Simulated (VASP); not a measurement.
## CoO: single point with PBEsol

The system is CoO.

```
Co O
1.0
     3.19765    0.00000    0.00000
    -1.59882    2.76924    0.00000
     0.00000    0.00000    5.22871
Co O
2 2
Direct
  0.00000 0.00000 0.00347
  0.33333 0.66667 0.50336
  0.00000 0.00000 0.37161
  0.33333 0.66667 0.87156
```

```
Program             : VASP 6.6.1
Task                : single point
Functional          : PBEsol
Potentials or basis : VASP PAW PBE potentials, release 64 (Co, O)
Cutoff              : 520 eV
k mesh              : 12 × 12 × 6
Occupations         : gaussian, width 0.1 eV
Spin                : collinear spin, antiferromagnetic start
Starting moments    : [-2.3, 2.3, 0.18, -0.18] μB
```

```json
{
 "Pressure": "-10.0 GPa",
 "Largest force": "0.110 eV/Å",
 "Band gap on the k mesh": "zero (filled and empty bands overlap)",
 "Net moment": "0.00 μB per cell",
 "Site moments": "Co -2.24, +2.24; O +0.16, -0.16 μB",
 "Valence electrons inside the program's atomic spheres": "Co 8.00; O 4.96"
}
```

Forces on the atoms (eV/Å):
```
Co   0.000  0.000  0.104
Co   0.000  0.000  0.110
O    0.000  0.000 -0.108
O    0.000  0.000 -0.106
```

Stress tensor (GPa, compression positive):
```
-10.58   0.00   0.00
  0.00 -10.58   0.00
  0.00   0.00  -8.78
```

Levels at points of the mesh, in eV from the Fermi level:
Spin up:
```
           k point  band 12  band 13  band 14  band 15  band 16  band 17  band 18  band 19
(0.00, 0.00, 0.00)    -0.96    -0.96    -0.01    -0.01     0.15     1.53     1.96     1.96
(0.50, 0.00, 0.00)    -1.88    -1.38    -0.26    -0.15    -0.01     0.72     1.19     5.72
(0.00, 0.00, 0.50)    -0.91    -0.91     0.04     0.04     0.85     1.82     1.82     2.57
(0.50, 0.00, 0.50)    -1.50    -1.26    -0.37    -0.20     0.09     0.83     1.08     5.37
```
Spin down:
```csv
k point,band 11,band 12,band 13,band 14,band 15,band 16,band 17,band 18,band 19,band 20
"(0.00, 0.00, 0.00)",-1.73,-0.96,-0.96,-0.01,-0.01,0.15,1.53,1.96,1.96,5.47
"(0.50, 0.00, 0.00)",-1.98,-1.88,-1.38,-0.27,-0.15,-0.02,0.72,1.19,5.72,6.08
"(0.00, 0.00, 0.50)",-1.33,-0.91,-0.91,0.03,0.03,0.85,1.82,1.82,2.57,2.99
"(0.50, 0.00, 0.50)",-1.90,-1.50,-1.26,-0.37,-0.20,0.09,0.83,1.07,5.37,5.74
```

Run time: 110 s on 1 thread of Intel(R) Xeon(R) Platinum 8488C (Sapphire Rapids), on a shared host, peak memory 0.3 GiB.

Caveat: the cell stands under tension; the PAW data sets were made with another functional, which shifts forces and pressure a little; semilocal functionals often make such compounds metallic where correlation or magnetic order opens a gap, which also shifts bond lengths. With open d or f shells a metallic result of PBEsol can be an artefact of self-interaction; +U or a hybrid may open a gap.
